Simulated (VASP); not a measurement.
Write the native input for VASP 6.6.1 that does the following.

```yaml
Task: single point
Functional: revPBE
Dispersion: D3(BJ)
Potentials_or_basis: VASP PAW PBE potentials, release 64 (Pt, Se)
Cutoff: 520 eV
k_mesh: 8 × 8 × 5
Occupations: fermi-dirac, width 0.05 eV
Spin: no spin polarisation
Dipole_correction: no
Further_INCAR_settings: ALGO = Normal; EDIFF = 1e-07; NBANDS = 18
```

The structure of PtSe2 lies in POSCAR:

```
PtSe2
1.0
    3.7970381507      0.0000000000      0.0000000000
   -1.8985190754      3.2883314977      0.0000000000
    0.0000000000      0.0000000000      5.1612801071
Pt Se
1 2
Direct
    0.0000000000      0.0000000000      0.0000000000
    0.6666666667      0.3333333333      0.7500000000
    0.3333333333      0.6666666667      0.2500000000
```

These files were run (other wordings do the same):

INCAR

```
SYSTEM = PtSe2
PREC     = Accurate       ! precision mode
ENCUT    = 520            ! plane-wave cutoff, eV
EDIFF    = 1E-7           ! SCF threshold, eV
ISMEAR   = -1             ! smearing method
SIGMA    = 0.05           ! smearing width, eV
LREAL    = .False.        ! projectors in reciprocal space
LASPH    = .True.         ! aspherical terms in the spheres
NELM     = 100            ! most SCF steps
ALGO     = Normal         ! electronic algorithm
ISIF     = 2              ! what is computed and relaxed
LWAVE    = .False.        ! write WAVECAR
LCHARG   = .False.        ! write CHGCAR
GGA      = RE             ! functional
IVDW     = 12             ! dispersion correction
NBANDS   = 18             ! bands
```

KPOINTS

```
Automatic mesh
0
Gamma
  8 8 5
  0 0 0
```

Potentials or basis: VASP PAW PBE potentials, release 64 (Pt, Se).

Launch:

```console
$ cat potpaw_PBE.64/Pt/POTCAR potpaw_PBE.64/Se/POTCAR > POTCAR
$ mpirun -np 1 vasp_std > vasp.out
```

Results of the run:

| Quantity | Value |
| --- | --- |
| Pressure | -5.1 GPa |
| Largest force | 0.005 eV/Å |
| Band gap on the k mesh | zero (bands 11 and 12 overlap by 0.26 eV) |
| Dispersion energy per atom | -0.870 eV |

Caveat: the cell stands under tension; the PAW data sets were made with another functional, which shifts forces and pressure a little; spin-orbit coupling is left out, which moves the levels of the heavy elements.

Run time: 71 s on 1 thread of Intel Xeon 8259CL, on a shared host, peak memory 0.22 GiB.
